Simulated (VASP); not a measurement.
InGa:

```
In Ga
1.0
     0.00000    3.02125    3.02125
     3.02125    0.00000    3.02125
     3.02125    3.02125    0.00000
In Ga
1 1
Direct
  0.00000 0.00000 0.00000
  0.25000 0.25000 0.25000
```

* Program: VASP 6.6.1
* Task: relaxation of cell and atoms
* Functional: r2SCAN
* Potentials or basis: VASP PAW PBE potentials, release 64 (In_d, Ga_d)
* Cutoff: 550 eV
* k mesh: 5 × 5 × 5
* Occupations: fermi-dirac, width 0.1 eV
* Spin: no spin polarisation

At the start: pressure 3.6 GPa; volume 27.58 Å³/atom.

Q: How do energy, volume and symmetry change on relaxing?

A: Over 3 steps the energy falls by 28.3 meV/atom and the volume is 30.27 Å³/atom (+9.8 %); space group F-43m (No. 216, to 0.1 Å) before and after.

The path:
```csv
step,energy change (eV),largest force (eV/Å),pressure (GPa),volume (Å³)
1,0.0000,0.0000,3.60,55.16
2,-0.0564,0.0000,0.15,60.26
3,-0.0565,0.0000,-0.01,60.55
```

Final structure:
```yaml
crystal:
  lattice:
    - [0.00000, 3.11663, 3.11663]
    - [3.11663, 0.00000, 3.11663]
    - [3.11663, 3.11663, 0.00000]
  atoms:
    - { symbol: In, position: [0.00000, 0.00000, 0.00000] }
    - { symbol: Ga, position: [0.25000, 0.25000, 0.25000] }
```

Caveat: the k points lie up to 0.35 Å⁻¹ apart in the final cell, too coarse for converged energies and pressures of a metal; the PAW data sets were made with another functional, which shifts forces and pressure a little.
